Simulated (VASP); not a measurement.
Set up this calculation in VASP 6.6.1, as the native input.

| Property | Result |
| --- | --- |
| Task | relaxation of cell and atoms |
| Functional | r2SCAN |
| Dispersion | rVV10 |
| Potentials or basis | VASP PAW PBE potentials, release 64 (B, N) |
| Cutoff | 600 eV |
| k mesh | 12 × 12 × 4 |
| Occupations | fermi-dirac, width 0.02 eV |
| Spin | no spin polarisation |
| Dipole correction | no |
| Further INCAR settings | ALGO = Normal; EDIFF = 1e-06; IBRION = 2; EDIFFG = -0.005; NSW = 80; ISIF = 3 |

The system is BN.

```
B N
1.0
     2.50643    0.00000    0.00000
    -1.25321    2.17063    0.00000
     0.00000    0.00000    6.61412
B N
2 2
Direct
  0.33333 0.66667 0.25000
  0.66667 0.33333 0.75000
  0.33333 0.66667 0.75000
  0.66667 0.33333 0.25000
```

These files were run (other wordings do the same):

POSCAR

```
BN
1.0
    2.5064254050      0.0000000000      0.0000000000
   -1.2532127025      2.1706280734      0.0000000000
    0.0000000000      0.0000000000      6.6141212109
B N
2 2
Direct
    0.3333333333      0.6666666667      0.2500000000
    0.6666666667      0.3333333333      0.7500000000
    0.3333333333      0.6666666667      0.7500000000
    0.6666666667      0.3333333333      0.2500000000
```

INCAR.step1

```
SYSTEM = BN
PREC     = Accurate       ! precision mode
ENCUT    = 600            ! plane-wave cutoff, eV
ISMEAR   = -1             ! smearing method
SIGMA    = 0.02           ! smearing width, eV
LREAL    = .FALSE.        ! projectors in reciprocal space
LASPH    = .TRUE.         ! aspherical terms in the spheres
NELM     = 80             ! most SCF steps
GGA      = PE             ! functional
ALGO     = Normal         ! electronic algorithm
EDIFF    = 1E-4           ! SCF threshold, eV
LWAVE    = .TRUE.         ! write WAVECAR
LCHARG   = .FALSE.        ! write CHGCAR
```

INCAR.step2

```
SYSTEM = BN
PREC     = Accurate       ! precision mode
ENCUT    = 600            ! plane-wave cutoff, eV
EDIFF    = 1E-6           ! SCF threshold, eV
ISMEAR   = -1             ! smearing method
SIGMA    = 0.02           ! smearing width, eV
LREAL    = .FALSE.        ! projectors in reciprocal space
LASPH    = .TRUE.         ! aspherical terms in the spheres
NELM     = 80             ! most SCF steps
ALGO     = Normal         ! electronic algorithm
ISIF     = 3              ! what is computed and relaxed
LWAVE    = .FALSE.        ! write WAVECAR
LCHARG   = .FALSE.        ! write CHGCAR
METAGGA  = R2SCAN         ! meta-GGA
LMIXTAU  = .TRUE.       
LUSE_VDW = .TRUE.       
IVDW_NL  = 2            
BPARAM   = 11.95        
CPARAM   = 0.0093       
IBRION   = 2              ! ionic algorithm
NSW      = 80             ! ionic steps
EDIFFG   = -0.005         ! ionic threshold
ISTART   = 1
```

KPOINTS

```
Automatic mesh
0
G
  12 12 4
  0 0 0
```

Potentials or basis: VASP PAW PBE potentials, release 64 (B, N).

Run with:

```bash
$ cat potpaw_PBE.64/B/POTCAR potpaw_PBE.64/N/POTCAR > POTCAR
$ cp INCAR.step1 INCAR
$ mpirun -np 1 vasp_std > vasp.out
$ cp INCAR.step2 INCAR
$ mpirun -np 1 vasp_std > vasp.out
```

Results of the run:

```
Relaxed volume                         : 8.81 Å³/atom
Relaxed cell                           : a = 2.502 Å, b = 2.502 Å, c = 6.502 Å, α = 90.00°, β = 90.00°, γ = 120.00°
Space group after relaxing (to 0.05 Å) : P6_3/mmc (No. 194)
Energy gained by relaxing              : 0.5 meV/atom
Ionic steps                            : 6
Pressure after relaxing                : 0.0 GPa
Band gap on the k mesh                 : 4.79 eV, indirect (least direct gap 5.20 eV)
```

Caveat: the PAW data sets were made with another functional, which shifts forces and pressure a little.

It took 19 min on 1 thread of Intel Xeon 8259CL, on a shared host, peak memory 0.27 GiB.
